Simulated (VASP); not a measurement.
A run of VASP 6.6.1 is set up as follows.

Contents of POSCAR:

```
CsTi
1.0
    3.2375260800      0.0000000000      0.0000000000
    0.0000000000      3.2375260800      0.0000000000
    0.0000000000      0.0000000000      6.9028696669
Cs Ti
1 1
Direct
    0.5000000000      0.5000000000      0.5000000000
    0.0000000000      0.0000000000      0.0000000000
```

The input INCAR.step1:

```
SYSTEM = CsTi
PREC = Accurate ; ENCUT = 520
ISMEAR = 0 ; SIGMA = 0.1
LREAL = .False. ; LASPH = .True.
NELM = 60 ; NBANDS = 18
GGA = PE ; ALGO = Normal
EDIFF = 1E-4 ; LWAVE = .True.
LCHARG = .False.
```

The input INCAR.step2:

```
SYSTEM = CsTi
PREC = Accurate ; ENCUT = 520
EDIFF = 1E-6 ; ISMEAR = 0
SIGMA = 0.1 ; LREAL = .False.
LASPH = .True. ; NELM = 60
ALGO = Normal ; ISIF = 2
LWAVE = .False. ; LCHARG = .True.
METAGGA = R2SCAN ; LMIXTAU = .True.
LELF = .True. ; LVHAR = .True.
NBANDS = 18 ; ISTART = 1
```

File KPOINTS:

```
Automatic mesh
0
Gamma
  18 18 8
  0 0 0
```

Potentials or basis: VASP PAW PBE potentials, release 64 (Cs_sv, Ti_sv).

Command:

```sh
$ cat potpaw_PBE.64/Cs_sv/POTCAR potpaw_PBE.64/Ti_sv/POTCAR > POTCAR
$ cp INCAR.step1 INCAR
$ mpirun -np 1 vasp_std > vasp.out
$ cp INCAR.step2 INCAR
$ mpirun -np 1 vasp_std > vasp.out
```

(1) What does it give for the pressure?

(2) Estimate the band gap on the k mesh.

Results:

(1) 0.2 GPa.

(2) zero (an odd number of electrons rules out a gap without spin polarisation).

Caveat: the PAW data sets were made with another functional, which shifts forces and pressure a little; spin-orbit coupling is left out, which moves the levels of the heavy elements.
